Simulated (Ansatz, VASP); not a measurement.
# Two plane-wave programs on Hf

```
CELL_PARAMETERS angstrom
0.00000 2.35154 2.35154
2.25978 0.02515 2.32638
2.29175 2.35835 -0.00682
ATOMIC_POSITIONS crystal
Hf 0.00000 0.00000 0.00000
```

Alike in both runs: task single point; functional PBE; k mesh 14 × 14 × 14; occupations gaussian, width 0.1 eV; no spin polarisation.

|  | VASP | Ansatz |
| --- | --- | --- |
| version | VASP 6.6.1 | Ansatz 0.2.0 |
| potentials or method | VASP PAW PBE potentials, release 64 (Hf_pv), cutoff 520 eV | scalar-relativistic, plane waves, PAW |
| valence electrons in the cell | 10 | 26 |

```csv
,VASP,Ansatz,Ansatz less VASP
gap on the k mesh at the Fermi level (eV),none,none,-
pressure (GPa),-9.1,-8.7,+0.39
"traceless stress, the component that is largest in VASP (GPa)",0.95,0.95,-0.004
```

A gap of «none» marks a metal or a gap that the smearing closes. The functional is the same, so the differences come from potentials, cutoffs and numerics. VASP's potentials hold 10 valence electrons a cell and Ansatz's 26, so a difference there can come from the potentials and not from the codes.

Spin-orbit coupling is off throughout.
